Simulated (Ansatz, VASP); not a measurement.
Mg: VASP beside Ansatz

Contents of INCAR:

```
SYSTEM = Mg
  ALGO = Normal
  EDIFF = 1E-7
  ENCUT = 520
  GGA = PE
  ISIF = 2
  ISMEAR = 0
  LASPH = .TRUE.
  LCHARG = .FALSE.
  LREAL = .FALSE.
  LWAVE = .FALSE.
  NBANDS = 9
  NELM = 60
  PREC = Accurate
  SIGMA = 0.15
```

File KPOINTS:

```
k-points
0
G
  18 18 10
  0 0 0
```

File POSCAR:

```
Mg
1.0
    3.0809006712      0.0000000000      0.0000000000
   -1.5404503356      2.6681382478      0.0000000000
    0.0000000000      0.0000000000      5.0019168000
Mg
2
Direct
    0.3333333333      0.6666666667      0.2500000000
    0.6666666667      0.3333333333      0.7500000000
```

Input for Ansatz:

```yaml
crystal:
  lattice:
    - [3.0809006712, 0.0, 0.0]
    - [-1.5404503356, 2.6681382478, 0.0]
    - [0.0, 0.0, 5.0019168]
  atoms:
    - { symbol: Mg, position: [0.3333333333, 0.6666666667, 0.25] }
    - { symbol: Mg, position: [0.6666666667, 0.3333333333, 0.75] }
basis:
  ecutwfc: 420
kpoints:
  mp_grid: { grid: [18, 18, 10] }
hamiltonian:
  xc: pbe
scf:
  occupations: { method: gaussian, width: 0.15 }
output:
  forces: true
  stress: true
  eigenvalues: true
```

Change from the starting cell: strain -0.040 along x and y, -0.040 along z, atoms carried along.

Alike in both runs: task single point; functional PBE; k mesh 18 × 18 × 10; occupations gaussian, width 0.15 eV; no spin polarisation.

```csv
,VASP,Ansatz
version,VASP 6.6.1,Ansatz 0.2.0
potentials or method,"VASP PAW PBE potentials, release 64 (Mg), cutoff 520 eV","scalar-relativistic, plane waves, PAW"
valence electrons in the cell,4,20
```

Ansatz gave:

* gap on the k mesh at the Fermi level (eV): none
* pressure (GPa): 4.9
* traceless stress, the component that is largest in VASP (GPa): -0.18

Q: Estimate VASP's values.

A: gap on the k mesh at the Fermi level (eV): none; pressure (GPa): 4.8; traceless stress, the component that is largest in VASP (GPa): -0.18.

A gap of «none» marks a metal or a gap that the smearing closes. VASP's potentials hold 4 valence electrons a cell and Ansatz's 20, so a difference there can come from the potentials and not from the codes.
